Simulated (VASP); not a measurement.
A run of VASP 6.6.1 is set up as follows.

Contents of INCAR:

```
PREC     = Accurate       # precision mode
ENCUT    = 520            # plane-wave cutoff, eV
EDIFF    = 1E-6           # SCF threshold, eV
ISMEAR   = 0              # smearing method
SIGMA    = 0.15           # smearing width, eV
LREAL    = F              # projectors in reciprocal space
LASPH    = T              # aspherical terms in the spheres
NELM     = 80             # most SCF steps
ALGO     = Normal         # electronic algorithm
ISIF     = 2              # what is computed and relaxed
LWAVE    = F              # write WAVECAR
LCHARG   = F              # write CHGCAR
GGA      = CA             # functional
NBANDS   = 18             # bands
```

Contents of KPOINTS:

```
regular mesh
0
Gamma
  10 10 10
```

File POSCAR:

```
Al3Cu
1.0
    3.8548798307      0.0000000000      0.0000000000
    0.0000000000      3.8548798307      0.0000000000
    0.0000000000      0.0000000000      3.8548798307
Al Cu
3 1
Direct
    0.0000000000      0.5000000000      0.5000000000
    0.5000000000      0.0000000000      0.5000000000
    0.5000000000      0.5000000000      0.0000000000
    0.0000000000      0.0000000000      0.0000000000
```

Potentials or basis: VASP PAW LDA potentials, release 64 (Al, Cu).

Command:

```console
$ cat potpaw_LDA.64/Al/POTCAR potpaw_LDA.64/Cu/POTCAR > POTCAR
$ mpirun -np 1 vasp_std > vasp.out
```

**Question.** Predict the band gap on the k mesh.

**Answer.** Zero (band 10 reaches 10.13 eV, above the bottom of band 11 at 6.66 eV).

**Question.** What does it give for the pressure?

**Answer.** 0.2 GPa.
